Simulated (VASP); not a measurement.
# WC (Fm-3m) in VASP: a series of runs, part 2 of 2

VASP 6.6.1. The steps go on from the part before.

**4. Single point, PBEsol+D4**

The input, INCAR:

```
SYSTEM = WC
PREC = Accurate ; ENCUT = 600
EDIFF = 1E-6 ; ISMEAR = 1
SIGMA = 0.05 ; LREAL = .False.
LASPH = .True. ; NELM = 120
ALGO = Normal ; ISIF = 2
LWAVE = .False. ; LCHARG = .False.
GGA = PS ; IVDW = 13
NBANDS = 16 ; GGA_COMPAT = .False.
```

The input, KPOINTS:

```
regular mesh
0
Gamma
  9 9 9
  0 0 0
```

The input, POSCAR:

```
WC
1.0
    0.0000000000      2.1926840000      2.1926840000
    2.1926840000      0.0000000000      2.1926840000
    2.1926840000      2.1926840000      0.0000000000
W C
1 1
Direct
    0.0000000000      0.0000000000      0.0000000000
    0.5000000000      0.5000000000      0.5000000000
```

Potentials or basis: VASP PAW PBE potentials, release 64 (W_sv, C).

On the command line:

```sh
$ cat potpaw_PBE.64/W_sv/POTCAR potpaw_PBE.64/C/POTCAR > POTCAR
$ mpirun -np 1 vasp_std > vasp.out
```

OUTCAR:

```text
SYSTEM = WC
   PREC = Accurate
   ENCUT = 600
   EDIFF = 1E-6
   ISMEAR = 1
   LREAL = .False.
   LASPH = .True.
   NELM = 120
   ISIF = 2
   GGA = PS
   IVDW = 13

 ion  position               nearest neighbor table
   1  0.000  0.000  0.000-   2 2.19   2 2.19   2 2.19   2 2.19   2 2.19   2 2.19
   2  0.500  0.500  0.500-   1 2.19   1 2.19   1 2.19   1 2.19   1 2.19   1 2.19

  LATTYP: Found a face centered cubic cell.
 ALAT       =     4.3853680000

  Lattice vectors:

 A1 = (   0.0000000000,   2.1926840000,   2.1926840000)
 A2 = (   2.1926840000,   0.0000000000,   2.1926840000)
 A3 = (   2.1926840000,   2.1926840000,   0.0000000000)
[... 642 lines left out ...]

  DFT-D4 for vdW energy calculation

  Edisp (eV):   -0.55824

  FORCE on cell =-STRESS in cart. coord.  units (eV):
  Direction    XX          YY          ZZ          XY          YZ          ZX
  --------------------------------------------------------------------------------------
  -------------------------------------------------------------------------------------
  Total      -1.67069    -1.67069    -1.67069     0.00000     0.00000     0.00000
  in kB    -126.95437  -126.95437  -126.95437     0.00000     0.00000     0.00000
  external pressure =     -126.95 kB  Pullay stress =        0.00 kB

 VOLUME and BASIS-vectors are now :
 -----------------------------------------------------------------------------
  energy-cutoff  :      600.00
  volume of cell :       21.08
      direct lattice vectors                 reciprocal lattice vectors
     0.000000000  2.192684000  2.192684000    -0.228031034  0.228031034  0.228031034
     2.192684000  0.000000000  2.192684000     0.228031034 -0.228031034  0.228031034
     2.192684000  2.192684000  0.000000000     0.228031034  0.228031034 -0.228031034

 POSITION                                       TOTAL-FORCE (eV/Angst)
 -----------------------------------------------------------------------------------
      0.00000      0.00000      0.00000         0.000000      0.000000      0.000000
      2.19268      2.19268      2.19268         0.000000      0.000000      0.000000
 -----------------------------------------------------------------------------------
    total drift:                               -0.000000      0.000000      0.000000

  FREE ENERGIE OF THE ION-ELECTRON SYSTEM (eV)
  ---------------------------------------------------
  free  energy   TOTEN  =       -23.5190257611 eV

  energy  without entropy=      -23.5188718005  energy(sigma->0) =      -23.51897444
```

OSZICAR:

```text
N       E                     dE             d eps       ncg     rms          rms(c)
DAV:   1     0.114962876972E+03    0.11496E+03   -0.10325E+04  1120   0.138E+03
DAV:   2    -0.228329951374E+02   -0.13780E+03   -0.13268E+03  1360   0.353E+02
DAV:   3    -0.262653266665E+02   -0.34323E+01   -0.34073E+01  1200   0.516E+01
DAV:   4    -0.262836736763E+02   -0.18347E-01   -0.18346E-01  1448   0.427E+00
DAV:   5    -0.262838102882E+02   -0.13661E-03   -0.13661E-03  1232   0.352E-01    0.312E+01
DAV:   6    -0.230841362488E+02    0.31997E+01   -0.78036E+00  1368   0.266E+01    0.821E+00
DAV:   7    -0.229943151147E+02    0.89821E-01   -0.43733E-01  1128   0.529E+00    0.638E+00
DAV:   8    -0.229631200326E+02    0.31195E-01   -0.87500E-02  1272   0.230E+00    0.129E+00
DAV:   9    -0.229609236845E+02    0.21963E-02   -0.40613E-03  1216   0.496E-01    0.118E-01
DAV:  10    -0.229607889949E+02    0.13469E-03   -0.43912E-04  1320   0.236E-01    0.771E-02
DAV:  11    -0.229607856016E+02    0.33933E-05   -0.37332E-05  1280   0.492E-02    0.233E-02
DAV:  12    -0.229607839993E+02    0.16023E-05   -0.46796E-06  1224   0.169E-02    0.141E-03
DAV:  13    -0.229607839515E+02    0.47800E-07   -0.14832E-07   624   0.309E-03
   1 F= -.23519026E+02 E0= -.23518974E+02  d E =-.153961E-03
```

stdout:

```text
POSCAR found type information on POSCAR W C
 POSCAR found :  2 types and       2 ions
 scaLAPACK will be used
 -----------------------------------------------------------------------------
|                                                                             |
|                                                                             |
|     You enforced a specific xc type in the INCAR file but a different       |
|     I HOPE YOU KNOW WHAT YOU ARE DOING!                                     |
|                                                                             |
 -----------------------------------------------------------------------------

 LDA part: xc-table for (Slater+PW92), standard interpolation
 POSCAR, INCAR and KPOINTS ok, starting setup
 FFT: planning ... GRIDC
 FFT: planning ... GRID_SOFT
 FFT: planning ... GRID
 WAVECAR not read
 entering main loop
```

It used 26 s of CPU time on 1 thread of AMD EPYC 7R13 Processor (Zen 3) (shared host).

Results:

| Property | Result |
| --- | --- |
| Free energy | -23.5190 eV |
| Pressure | -12.7 GPa |
| Band gap on the k mesh | zero (band 9 reaches 13.14 eV, above the bottom of band 10 at 10.14 eV) |
| Dispersion energy per atom | -0.279 eV |

Caveat: the PAW data sets were made with another functional, which shifts forces and pressure a little; spin-orbit coupling is left out, which moves the levels of the heavy elements; pairwise dispersion overbinds metals, which lowers pressure and volume.

**5. Single point, PBEsol+D4**

INCAR is that of step 4.

The input, KPOINTS:

```
regular mesh
0
Gamma
  11 11 11
  0 0 0
```

POSCAR is that of step 4.

Potentials or basis: VASP PAW PBE potentials, release 64 (W_sv, C).

On the command line:

```sh
$ cat potpaw_PBE.64/W_sv/POTCAR potpaw_PBE.64/C/POTCAR > POTCAR
$ mpirun -np 1 vasp_std > vasp.out
```

OUTCAR:

```text
SYSTEM = WC
   PREC = Accurate
   ENCUT = 600
   EDIFF = 1E-6
   ISMEAR = 1
   LREAL = .False.
   LASPH = .True.
   NELM = 120
   ISIF = 2
   GGA = PS
   IVDW = 13

 ion  position               nearest neighbor table
   1  0.000  0.000  0.000-   2 2.19   2 2.19   2 2.19   2 2.19   2 2.19   2 2.19
   2  0.500  0.500  0.500-   1 2.19   1 2.19   1 2.19   1 2.19   1 2.19   1 2.19

  LATTYP: Found a face centered cubic cell.
 ALAT       =     4.3853680000

  Lattice vectors:

 A1 = (   0.0000000000,   2.1926840000,   2.1926840000)
 A2 = (   2.1926840000,   0.0000000000,   2.1926840000)
 A3 = (   2.1926840000,   2.1926840000,   0.0000000000)

Analysis of symmetry for initial positions (statically):
=====================================================================
 Subroutine PRICEL returns:
 Original cell was already a primitive cell.

 Routine SETGRP: Setting up the symmetry group for a
 face centered cubic supercell.

 Subroutine GETGRP returns: Found 48 space group operations
 (whereof 48 operations were pure point group operations)
 out of a pool of 48 trial point group operations.

The static configuration has the point symmetry O_h .

Analysis of symmetry for dynamics (positions and initial velocities):
=====================================================================
 Subroutine PRICEL returns:
 Original cell was already a primitive cell.

 Routine SETGRP: Setting up the symmetry group for a
 face centered cubic supercell.

 Subroutine GETGRP returns: Found 48 space group operations
 (whereof 48 operations were pure point group operations)
 out of a pool of 48 trial point group operations.

The dynamic configuration has the point symmetry O_h .

 Subroutine INISYM returns: Found 48 space group operations
 (whereof 48 operations are pure point group operations),
 and found     1 'primitive' translations

----------------------------------------------------------------------------------------

                                     Primitive cell
[... 112 lines left out ...]
  volume/ion in A,a.u.               =      10.54        71.14
  Fermi-wavevector in a.u.,A,eV,Ry     =   1.553029  2.934800 32.815887  2.411900
  Thomas-Fermi vector in A             =   2.657319
   LORBIT       =      0    0 simple, 1 ext, 2 COOP (PROOUT), +10 PAW based schemes
   GGA     = PS    functional components
   LHFCALC =     F    Hartree Fock is set to
   AEXX    =    0.0000 exact exchange contribution
   IVDW    =    13    specifies the selected vdW correction
   LEPSILON=     F    determine dielectric tensor
   LRPA    =     F    only Hartree local field effects (RPA)
 non-spin polarized calculation
 Methfessel and Paxton  Order N= 1 SIGMA  =   0.05
  energy-cutoff  :      600.00
  volume of cell :       21.08
 maximum number of plane-waves:       725
 NGX is ok and might be reduce to    28
   NGX = 13   NGY = 13   NGZ = 13

 number of electron      18.0000001 magnetization

 Free energy of the ion-electron system (eV)
  ---------------------------------------------------
  ext. energy  EPLUGINS =         0.00000000
  ---------------------------------------------------
  free energy    TOTEN  =       -22.96929449 eV

  energy without entropy =      -22.96915189  energy(sigma->0) =      -22.96924696

 E-fermi :  12.2478     XC(G=0): -13.8415

 val. band max:       12.2410310137   @ k =  -0.0909   0.0909   0.0000
 cond. band min:      12.2654185470   @ k =   0.4545   0.0909   0.0000
 fundamental gap:      0.0243875333
 Fermi energy:        12.2478191599

 k-point     1 :       0.0000    0.0000    0.0000
  band No.  band energies     occupation
      1     -63.1227      2.00000
      2     -27.1189      2.00000
      3     -27.1189      2.00000
      4     -27.1189      2.00000
      5      -3.5243      2.00000
      6       9.4890      2.00000
[... 433 lines left out ...]
      3     -27.2524      2.00000
      4     -27.1481      2.00000
      5      -1.3806      2.00000
      6       5.3883      2.00000
[... 8 lines left out ...]
     15      24.9904      0.00000
     16      25.9010      0.00000

 [... further k-points ...]

------------------------ aborting loop because EDIFF is reached ----------------------------------------

  DFT-D4 for vdW energy calculation

  Edisp (eV):   -0.55824

  FORCE on cell =-STRESS in cart. coord.  units (eV):
  Direction    XX          YY          ZZ          XY          YZ          ZX
  --------------------------------------------------------------------------------------
  -------------------------------------------------------------------------------------
  Total      -1.70584    -1.70584    -1.70584     0.00000     0.00000     0.00000
  in kB    -129.62540  -129.62540  -129.62540     0.00000     0.00000     0.00000
  external pressure =     -129.63 kB  Pullay stress =        0.00 kB

 VOLUME and BASIS-vectors are now :
 -----------------------------------------------------------------------------
  energy-cutoff  :      600.00
  volume of cell :       21.08
      direct lattice vectors                 reciprocal lattice vectors
     0.000000000  2.192684000  2.192684000    -0.228031034  0.228031034  0.228031034
     2.192684000  0.000000000  2.192684000     0.228031034 -0.228031034  0.228031034
     2.192684000  2.192684000  0.000000000     0.228031034  0.228031034 -0.228031034

 POSITION                                       TOTAL-FORCE (eV/Angst)
 -----------------------------------------------------------------------------------
      0.00000      0.00000      0.00000        -0.000000      0.000000      0.000000
      2.19268      2.19268      2.19268         0.000000     -0.000000     -0.000000
 -----------------------------------------------------------------------------------
    total drift:                               -0.000000      0.000000      0.000000

  FREE ENERGIE OF THE ION-ELECTRON SYSTEM (eV)
  ---------------------------------------------------
  free  energy   TOTEN  =       -23.5275363026 eV

  energy  without entropy=      -23.5273937034  energy(sigma->0) =      -23.52748877
```

OSZICAR:

```text
N       E                     dE             d eps       ncg     rms          rms(c)
DAV:   1     0.122046151363E+03    0.12205E+03   -0.10136E+04  1792   0.138E+03
DAV:   2    -0.224428297486E+02   -0.14449E+03   -0.13938E+03  2216   0.363E+02
DAV:   3    -0.262523791315E+02   -0.38095E+01   -0.37859E+01  1848   0.542E+01
DAV:   4    -0.262722796540E+02   -0.19901E-01   -0.19899E-01  2456   0.455E+00
DAV:   5    -0.262724281355E+02   -0.14848E-03   -0.14848E-03  1880   0.370E-01    0.312E+01
DAV:   6    -0.230903861973E+02    0.31820E+01   -0.80907E+00  2208   0.268E+01    0.817E+00
DAV:   7    -0.230035530467E+02    0.86833E-01   -0.44749E-01  1832   0.535E+00    0.639E+00
DAV:   8    -0.229709121627E+02    0.32641E-01   -0.82651E-02  2064   0.236E+00    0.124E+00
DAV:   9    -0.229694223378E+02    0.14898E-02   -0.30668E-03  1880   0.536E-01    0.115E-01
DAV:  10    -0.229692943059E+02    0.12803E-03   -0.38944E-04  2176   0.218E-01    0.278E-02
DAV:  11    -0.229692953863E+02   -0.10804E-05   -0.15773E-05  2032   0.370E-02    0.169E-02
DAV:  12    -0.229692944929E+02    0.89338E-06   -0.21231E-06  1776   0.121E-02
   1 F= -.23527536E+02 E0= -.23527489E+02  d E =-.142599E-03
```

stdout:

```text
POSCAR found type information on POSCAR W C
 POSCAR found :  2 types and       2 ions
 scaLAPACK will be used
 -----------------------------------------------------------------------------
|                                                                             |
|                                                                             |
|     You enforced a specific xc type in the INCAR file but a different       |
|     I HOPE YOU KNOW WHAT YOU ARE DOING!                                     |
|                                                                             |
 -----------------------------------------------------------------------------

 LDA part: xc-table for (Slater+PW92), standard interpolation
 POSCAR, INCAR and KPOINTS ok, starting setup
 FFT: planning ... GRIDC
 FFT: planning ... GRID_SOFT
 FFT: planning ... GRID
 WAVECAR not read
 entering main loop
```

It used 37 s of CPU time on 1 thread of AMD EPYC 7R13 Processor (Zen 3) (shared host).

What came out:

```
Free energy                : -23.5275 eV
Pressure                   : -13.0 GPa
Band gap on the k mesh     : zero (band 9 reaches 13.19 eV, above the bottom of band 10 at 10.11 eV)
Dispersion energy per atom : -0.279 eV
```

Caveat: the PAW data sets were made with another functional, which shifts forces and pressure a little; spin-orbit coupling is left out, which moves the levels of the heavy elements; pairwise dispersion overbinds metals, which lowers pressure and volume.

**6. Overview**

```tsv
k mesh	gap on the mesh (eV)	pressure (GPa)
5 × 5 × 5	none	-13.6
7 × 7 × 7	none	-13.4
9 × 9 × 9	none	-12.7
11 × 11 × 11	none	-13.0
```

Alike in all rows: task single point; level PBEsol+D4; potentials or basis VASP PAW PBE potentials, release 64 (W_sv, C); no spin polarisation; cell as given; cutoff (eV) 600; smearing methfessel-paxton 0.05 eV.

Caveats: some runs use coarse meshes; the PAW data sets were made with another functional, which shifts forces and pressure a little; spin-orbit coupling is left out, which moves the levels of the heavy elements; pairwise dispersion overbinds metals, which lowers pressure and volume.

Absolute energies hang on the potentials; compare differences alone.
